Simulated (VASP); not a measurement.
# PbO (P-6m2) in VASP: notebook

Runs on PbO. Level: PBE. Tasks: relaxation of shape and atoms at fixed volume.

All numbers are computed with VASP 6.6.1; they aren't measurements. Logs are shortened: lines on timing, memory, paths and dates and some standing lists are left out, and cuts for length are marked.

## Step 1: The cell of the first run

The structure is hexagonal, space group P-6m2 (No. 187). Conventional cell: a = 3.492 Å, b = 3.492 Å, c = 3.251 Å, α = 90.00°, β = 90.00°, γ = 120.00°. Pb (site symmetry -6m2) has 6 O at 2.59 Å and 8 Pb at 3.25 to 3.49 Å within 3.5 Å. Within 3.5 Å of O (site symmetry -6m2) lie 6 Pb at 2.59 Å and 8 O at 3.25 to 3.49 Å.

## Step 2: Relaxation of shape and atoms at fixed volume, PBE (17.16 Å³/atom)

File INCAR:

```
SYSTEM = PbO
PREC = Accurate
ENCUT = 600
EDIFF = 1E-6
ISMEAR = 0
SIGMA = 0.05
LREAL = .False.
LASPH = .True.
NELM = 80
ALGO = Normal
ISIF = 4
LWAVE = .False.
LCHARG = .False.
GGA = PE
IBRION = 2
NSW = 60
EDIFFG = -0.01
```

File KPOINTS:

```
regular mesh
0
Gamma
  12 12 10
  0 0 0
```

File POSCAR:

```
PbO
1.0
    3.4916645257      0.0000000000      0.0000000000
   -1.7458322628      3.0238701807      0.0000000000
    0.0000000000      0.0000000000      3.2512905176
Pb O
1 1
Direct
    0.0000000000      0.0000000000      0.0000000000
    0.6666666667      0.3333333333      0.5000000000
```

Potentials or basis: VASP PAW PBE potentials, release 64 (Pb_d, O).

Command:

```
$ cat potpaw_PBE.64/Pb_d/POTCAR potpaw_PBE.64/O/POTCAR > POTCAR
$ mpirun -np 1 vasp_std > vasp.out
```

OUTCAR:

```text
SYSTEM = PbO
   PREC = Accurate
   ENCUT = 600
   EDIFF = 1E-6
   ISMEAR = 0
   LREAL = .False.
   LASPH = .True.
   NELM = 80
   ISIF = 4
   GGA = PE
   IBRION = 2
   NSW = 60
   EDIFFG = -0.01

 ion  position               nearest neighbor table
   1  0.000  0.000  0.000-   2 2.59   2 2.59   2 2.59   2 2.59   2 2.59   2 2.59
   2  0.667  0.333  0.500-   1 2.59   1 2.59   1 2.59   1 2.59   1 2.59   1 2.59

  LATTYP: Found a hexagonal cell.
 ALAT       =     3.4916645257
 C/A-ratio  =     0.9311577598

  Lattice vectors:

 A1 = (   3.4916645257,   0.0000000000,   0.0000000000)
 A2 = (  -1.7458322628,   3.0238701807,   0.0000000000)
 A3 = (   0.0000000000,   0.0000000000,   3.2512905176)

Analysis of symmetry for initial positions (statically):
=====================================================================
 Subroutine PRICEL returns:
 Original cell was already a primitive cell.

 Routine SETGRP: Setting up the symmetry group for a
 hexagonal supercell.

 Subroutine GETGRP returns: Found 12 space group operations
 (whereof 12 operations were pure point group operations)
 out of a pool of 24 trial point group operations.

The static configuration has the point symmetry D_3h.

Analysis of symmetry for dynamics (positions and initial velocities):
=====================================================================
 Subroutine PRICEL returns:
 Original cell was already a primitive cell.

 Routine SETGRP: Setting up the symmetry group for a
 hexagonal supercell.

 Subroutine GETGRP returns: Found 12 space group operations
 (whereof 12 operations were pure point group operations)
 out of a pool of 24 trial point group operations.

The dynamic configuration has the point symmetry D_3h.

 Subroutine INISYM returns: Found 12 space group operations
 (whereof 12 operations are pure point group operations),
 and found     1 'primitive' translations

----------------------------------------------------------------------------------------

                                     Primitive cell

  volume of cell :      34.3282

  direct lattice vectors                    reciprocal lattice vectors
     3.491664526  0.000000000  0.000000000     0.286396357  0.165351014  0.000000000
    -1.745832263  3.023870181  0.000000000     0.000000000  0.330702028  0.000000000
     0.000000000  0.000000000  3.251290518     0.000000000  0.000000000  0.307570177

  length of vectors
     3.491664526  3.491664526  3.251290518     0.330702028  0.330702028  0.307570177

  position of ions in fractional coordinates (direct lattice)
     0.000000000  0.000000000  0.000000000
     0.666666667  0.333333333  0.500000000

  ion indices of the primitive-cell ions
   primitive index   ion index
                 1           1
                 2           2

----------------------------------------------------------------------------------------

 KPOINTS: regular mesh

Automatic generation of k-mesh.
 Grid dimensions read from file:
 generate k-points for:   12   12   10

 Generating k-lattice:

  Cartesian coordinates                     Fractional coordinates (reciprocal lattice)
     0.023866363  0.013779251  0.000000000     0.083333333  0.000000000  0.000000000
     0.000000000  0.027558502  0.000000000     0.000000000  0.083333333  0.000000000
     0.000000000  0.000000000  0.030757018     0.000000000  0.000000000  0.100000000

  Length of vectors
     0.027558502  0.027558502  0.030757018

  Shift w.r.t. Gamma in fractional coordinates (k-lattice)
     0.000000000  0.000000000  0.000000000

 Subroutine IBZKPT returns following result:
 ===========================================

 Found    114 irreducible k-points:

 Following reciprocal coordinates:
            Coordinates               Weight
  0.000000  0.000000  0.000000      1.000000
  0.083333  0.000000  0.000000      6.000000
  0.166667  0.000000  0.000000      6.000000
  0.250000  0.000000  0.000000      6.000000
  0.333333 -0.000000  0.000000      6.000000
  0.416667  0.000000  0.000000      6.000000
[... 16 lines left out ...]
  0.250000  0.000000  0.100000     12.000000
  0.333333 -0.000000  0.100000     12.000000
 [... further k-points ...]
   k-points           NKPTS =    114   k-points in BZ     NKDIM =    114   number of bands    NBANDS=     14
   number of dos      NEDOS =    301   number of ions     NIONS =      2
   total plane-waves  NPLWV =  21952
   dimension x,y,z NGX =    28 NGY =   28 NGZ =   28
   dimension x,y,z NGXF=    56 NGYF=   56 NGZF=   56
   ions per type =               1   1
   NGX,Y,Z   is equivalent  to a cutoff of  13.33, 13.33, 14.32 a.u.
   NGXF,Y,Z  is equivalent  to a cutoff of  26.66, 26.66, 28.63 a.u.
 SYSTEM =  PbO
   PREC   = accura    normal or accurate (medium, high low for compatibility)
   ISTART =      0    job   : 0-new  1-cont  2-samecut
   ICHARG =      2    charge: 1-file 2-atom 10-const
   ISPIN  =      1    spin polarized calculation?
   LNONCOLLINEAR =      F non collinear calculations
   LSORBIT =      F    spin-orbit coupling
   LASPH  =      T    aspherical Exc in radial PAW
   ENCUT  =  600.0 eV  44.10 Ry    6.64 a.u.   6.97  6.97  6.49*2*pi/ulx,y,z
   NELM   =     80;   NELMIN=  2; NELMDL= -5     # of ELM steps
   EDIFF  = 0.1E-05   stopping-criterion for ELM
   LREAL  =      F    real-space projection
   EDIFFG = -.1E-01   stopping-criterion for IOM
   NSW    =     60    number of steps for IOM
   IBRION =      2    ionic relax: 0-MD 1-quasi-New 2-CG
   NFREE  =      1    steps in history (QN), initial steepest desc. (CG)
   ISIF   =      4    stress and relaxation
   ISYM   =      2    0-nonsym 1-usesym 2-fastsym
   POTIM  = 0.5000    time-step for ionic-motion
   TEBEG  =    0.0;   TEEND  =   0.0 temperature during run
   PSTRESS=    0.0 pullay stress
   NELECT =      20.0000    total number of electrons
   NUPDOWN=      -1.0000    fix difference up-down
   EMIN   =  10.00;   EMAX   =-10.00  energy-range for DOS
   EFERMI =   0.00;   METHOD = LEGACY
   ISMEAR =     0;   SIGMA  =   0.05  broadening in eV -4-tet -1-fermi 0-gaus
   EFERMI_NEDOS =   21; number of points for ismear=-14 and -15
   IALGO  =     38    algorithm
   IMIX   =      4    mixing-type and parameters
     AMIX     =   0.40;   BMIX     =  1.00
     AMIX_MAG =   1.60;   BMIX_MAG =  1.00
  volume/ion in A,a.u.               =      17.16       115.83
  Fermi-wavevector in a.u.,A,eV,Ry     =   1.367312  2.583845 25.436672  1.869543
  Thomas-Fermi vector in A             =   2.493376
   LORBIT       =      0    0 simple, 1 ext, 2 COOP (PROOUT), +10 PAW based schemes
   GGA     = PE    functional components
   LHFCALC =     F    Hartree Fock is set to
   AEXX    =    0.0000 exact exchange contribution
   IVDW    =     0    specifies the selected vdW correction
   LEPSILON=     F    determine dielectric tensor
   LRPA    =     F    only Hartree local field effects (RPA)
 conjugate gradient relaxation of ions
 non-spin polarized calculation
 Gauss-broadening in eV      SIGMA  =   0.05
  energy-cutoff  :      600.00
  volume of cell :       34.33
 maximum number of plane-waves:      1160
 NGX is ok and might be reduce to    28
   NGX = 13   NGY = 13   NGZ = 13

--------------------------------------- Ionic step        1  -------------------------------------------

 number of electron      20.0000002 magnetization

 Free energy of the ion-electron system (eV)
  ---------------------------------------------------
  ext. energy  EPLUGINS =         0.00000000
  ---------------------------------------------------
  free energy    TOTEN  =       -10.14152857 eV

  energy without entropy =      -10.14147117  energy(sigma->0) =      -10.14149987

------------------------ aborting loop because EDIFF is reached ----------------------------------------

  FORCE on cell =-STRESS in cart. coord.  units (eV):
  Direction    XX          YY          ZZ          XY          YZ          ZX
  --------------------------------------------------------------------------------------
  -------------------------------------------------------------------------------------
  Total        1.0904816      1.0904816      1.2012411      0.0000000      0.0000000     -0.0000000
  in kB       50.8952773     50.8952773     56.0646803      0.0000000      0.0000000     -0.0000000
  external PRESSURE =      52.6184117 kB  Pullay stress =       0.0000000 kB
[... 57 lines left out ...]
  energy  without entropy=      -10.1415842333  energy(sigma->0) =      -10.14161975

--------------------------------------- Ionic step        3  -------------------------------------------

 number of electron      20.0000002 magnetization

 Free energy of the ion-electron system (eV)
  ---------------------------------------------------
  ext. energy  EPLUGINS =         0.00000000
  ---------------------------------------------------
  free energy    TOTEN  =       -10.14166577 eV

  energy without entropy =      -10.14158801  energy(sigma->0) =      -10.14162689

 E-fermi :   7.2428     XC(G=0): -10.8297

 val. band max:        7.2168551575   @ k =   0.0000   0.0000   0.5000
 cond. band min:       7.2464519315   @ k =   0.3333   0.3333   0.0000
 fundamental gap:      0.0295967741
 Fermi energy:         7.2427885224

 k-point     1 :       0.0000    0.0000    0.0000
  band No.  band energies     occupation
      1     -10.9356      2.00000
      2      -9.8494      2.00000
      3      -9.6635      2.00000
      4      -9.6635      2.00000
      5      -9.3450      2.00000
      6      -9.3450      2.00000
      7      -0.9380      2.00000
      8       4.2273      2.00000
      9       4.8129      2.00000
     10       4.8129      2.00000
     11      13.7472      0.00000
     12      13.7472      0.00000
     13      15.5925      0.00000
     14      16.1260      0.00000
[... 375 lines left out ...]
 k-point    24 :       0.3333   -0.0000    0.1000
  band No.  band energies     occupation
      1     -10.7116      2.00000
      2      -9.7638      2.00000
      3      -9.5258      2.00000
      4      -9.4597      2.00000
      5      -9.3833      2.00000
      6      -9.2171      2.00000
      7      -1.4046      2.00000
      8       4.0728      2.00000
      9       4.1794      2.00000
     10       5.7275      2.00000
     11       9.0642      0.00000
     12      13.6866      0.00000
     13      14.2616      0.00000
     14      16.2274      0.00000

 [... further k-points ...]
[... 5 lines left out ...]
  --------------------------------------------------------------------------------------
  -------------------------------------------------------------------------------------
  Total        1.1102898      1.1102898      1.1054596      0.0000000     -0.0000000     -0.0000000
  in kB       51.8197717     51.8197717     51.5943359      0.0000000     -0.0000000     -0.0000000
  external PRESSURE =      51.7446264 kB  Pullay stress =       0.0000000 kB
[... 17 lines left out ...]
  FREE ENERGIE OF THE ION-ELECTRON SYSTEM (eV)
  ---------------------------------------------------
  free  energy   TOTEN  =       -10.1416657693 eV

  energy  without entropy=      -10.1415880074  energy(sigma->0) =      -10.14162689

 reached required accuracy - stopping structural energy minimisation
```

It took 1.7 min on 1 thread of Intel Xeon Platinum 8259CL at 2.50GHz (Skylake/Cascade Lake), shared host; peak memory 0.21 GiB.

Results:

| Quantity | Value |
| --- | --- |
| Free energy | -10.1417 eV |
| Energy gained by relaxing | 0.1 meV/atom |
| Ionic steps | 3 |
| Pressure after relaxing | 5.2 GPa |
| Band gap on the k mesh | zero (bands 10 and 11 overlap by 0.03 eV) |

The path:
| step | energy change (eV) | largest force (eV/Å) | pressure (GPa) | volume (Å³) |
| --- | --- | --- | --- | --- |
| 1 | 0.0000 | 0.0000 | 5.26 | 34.33 |
| 2 | -0.0001 | 0.0000 | 5.21 | 34.33 |
| 3 | -0.0001 | 0.0000 | 5.17 | 34.33 |

Final structure:
```yaml
crystal:
  lattice:
    - [3.48714, 0.00000, 0.00000]
    - [-1.74357, 3.01995, 0.00000]
    - [0.00000, 0.00000, 3.25973]
  atoms:
    - { symbol: Pb, position: [0.00000, 0.00000, 0.00000] }
    - { symbol: O, position: [0.66667, 0.33333, 0.50000] }
```

Levels at points of the mesh, in eV from the Fermi level:
```
           k point  band 7  band 8  band 9  band 10  band 11  band 12  band 13  band 14
(0.00, 0.00, 0.00)   -8.18   -3.02   -2.43    -2.43     6.50     6.50     8.35     8.88
(0.50, 0.00, 0.00)   -8.90   -3.37   -2.24    -2.19     1.14     6.47     7.83     8.40
(0.00, 0.00, 0.50)   -9.72   -2.13   -2.13    -0.11    -0.03     8.09     8.09    12.65
(0.50, 0.00, 0.50)   -6.53   -4.81   -4.50    -2.24     2.72     3.46     4.82     8.22
```

Caveat: semilocal functionals underestimate gaps, so a narrow gap can read as zero; spin-orbit coupling is left out, which moves the levels of the heavy elements.

(Part 1 of 2 ends here.)
